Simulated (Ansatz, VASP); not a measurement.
# Na2Rh in VASP and in Ansatz

```xyz
3
Lattice="2.9259 0.0000 0.0000 -1.4629 2.5339 0.0000 0.0000 0.0000 8.1161" Properties=species:S:1:pos:R:3 pbc="T T T"
Na    1.4629    0.8446    5.7244
Na    0.0000    1.6893    2.3917
Rh    0.0000    0.0000    0.0000
```

Alike in both runs: functional PBE; k mesh 6 × 6 × 2; occupations gaussian, width 0.1 eV; no spin polarisation.

Ansatz relaxed the structure, and its values are those at the end. VASP's run is a single point on that final structure, the one shown.

|  | VASP | Ansatz |
| --- | --- | --- |
| version | VASP 6.6.1 | Ansatz 0.2.0 |
| potentials or method | VASP PAW PBE potentials, release 64 (Na_pv, Rh_pv), cutoff 520 eV | scalar-relativistic, plane waves, PAW |
| valence electrons in the cell | 29 | 35 |

```tsv
	VASP	Ansatz	Ansatz less VASP
gap on the k mesh at the Fermi level (eV)	none	none	-
pressure (GPa)	0.1	0.0	-0.06
rms of the force components (eV/Å)	0.004	0.002	-0.0020
```

A gap of «none» marks a metal or a gap that the smearing closes. VASP's potentials hold 29 valence electrons a cell and Ansatz's 35, so a difference there can come from the potentials and not from the codes.

The k mesh is coarse, so the values compare programs but aren't converged.
